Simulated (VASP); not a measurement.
Wanted: the native input for a VASP 6.6.1 run.

```yaml
Task: relaxation of cell and atoms
Functional: PBE
Potentials_or_basis: VASP PAW PBE potentials, release 64 (Pb_d, F)
Cutoff: 600 eV
k_mesh: 10 × 10 × 10
Occupations: gaussian, width 0.1 eV
Spin: no spin polarisation
Dipole_correction: no
Further_INCAR_settings: ALGO = Normal; EDIFF = 1e-06; IBRION = 2; EDIFFG = -0.01; NSW = 100; ISIF = 3
```

The structure of Pb3F lies in POSCAR:

```
Pb3F
1.0
    4.6542280241      0.0000000000      0.0000000000
    0.0000000000      4.6542280241      0.0000000000
    0.0000000000      0.0000000000      4.6542280241
Pb F
3 1
Direct
    0.0000000000      0.5000000000      0.5000000000
    0.5000000000      0.0000000000      0.5000000000
    0.5000000000      0.5000000000      0.0000000000
    0.0000000000      0.0000000000      0.0000000000
```

One way to write it, as run:

INCAR

```
SYSTEM = Pb3F
ALGO = Normal
EDIFF = 1E-6
EDIFFG = -0.01
ENCUT = 600
GGA = PE
IBRION = 2
ISIF = 3
ISMEAR = 0
LASPH = .True.
LCHARG = .False.
LREAL = .False.
LWAVE = .False.
NELM = 80
NSW = 100
PREC = Accurate
SIGMA = 0.1
```

KPOINTS

```
k-points
0
Gamma
  10 10 10
  0 0 0
```

Potentials or basis: VASP PAW PBE potentials, release 64 (Pb_d, F).

The run is started by

```bash
$ cat potpaw_PBE.64/Pb_d/POTCAR potpaw_PBE.64/F/POTCAR > POTCAR
$ mpirun -np 1 vasp_std > vasp.out
```

Results of the run:

```yaml
Relaxed_volume: 26.27 Å³/atom
Relaxed_cell: a = 4.719 Å, b = 4.719 Å, c = 4.719 Å, α = 90.00°, β = 90.00°, γ = 90.00°
Space_group_after_relaxing_to_0.1_Å: Pm-3m (No. 221)
Energy_gained_by_relaxing: 6.4 meV/atom
Ionic_steps: 3
Pressure_after_relaxing: 0.0 GPa
Band_gap_on_the_k_mesh: zero (an odd number of electrons rules out a gap without spin polarisation)
```

Caveat: spin-orbit coupling is left out, which moves the levels of the heavy elements; an odd number of electrons without spin polarisation forces a metal; a magnetic or distorted state may lie lower.

It took 3.2 min on 1 thread of Intel(R) Xeon(R) 6975P-C (Granite Rapids), with other jobs on the host, peak memory 0.35 GiB.
